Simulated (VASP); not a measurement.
Write the native input for VASP 6.6.1 that does the following.

* Task: single point
* Functional: PBE
* Potentials or basis: VASP PAW PBE potentials, release 64 (Ti_sv)
* Cutoff: 520 eV
* k mesh: 18 × 18 × 10
* Occupations: gaussian, width 0.15 eV
* Spin: no spin polarisation
* Dipole correction: no
* Further INCAR settings: ALGO = Fast; EDIFF = 1e-06; NBANDS = 19

The structure of Ti lies in POSCAR:

```
Ti
1.0
    3.1048727481      0.0000000000      0.0000000000
   -1.5524363740      2.6888986753      0.0000000000
    0.0000000000      0.0000000000      4.6860000000
Ti
2
Direct
    0.3333333333      0.6666666667      0.2500000000
    0.6666666667      0.3333333333      0.7500000000
```

This cell differs from its parent crystal: strain +0.0525 x Voigt [1, 1, 0, 0, 0, 0].

One way to write it, as run:

INCAR

```
SYSTEM = Ti
  PREC = Accurate
  ENCUT = 520
  EDIFF = 1E-6
  ISMEAR = 0
  SIGMA = 0.15
  LREAL = .False.
  LASPH = .True.
  NELM = 100
  ALGO = Fast
  ISIF = 2
  LWAVE = .False.
  LCHARG = .False.
  GGA = PE
  NBANDS = 19
```

KPOINTS

```
Automatic mesh
0
Gamma
  18 18 10
  0 0 0
```

Potentials or basis: VASP PAW PBE potentials, release 64 (Ti_sv).

The run is started by

```console
$ cat potpaw_PBE.64/Ti_sv/POTCAR > POTCAR
$ mpirun -np 1 vasp_std > vasp.out
```

It gave:

```yaml
Pressure: -10.6 GPa
Band_gap_on_the_k_mesh: zero (band 12 reaches 7.84 eV, above the bottom of band 13 at 6.83 eV)
```

Caveat: the cell differs from its parent crystal (strain +0.0525 x Voigt [1, 1, 0, 0, 0, 0]).

It took 4.5 min on 1 thread of AMD EPYC 9R45 96-Core Processor (Zen 5), with other jobs on the host, peak memory 0.22 GiB.
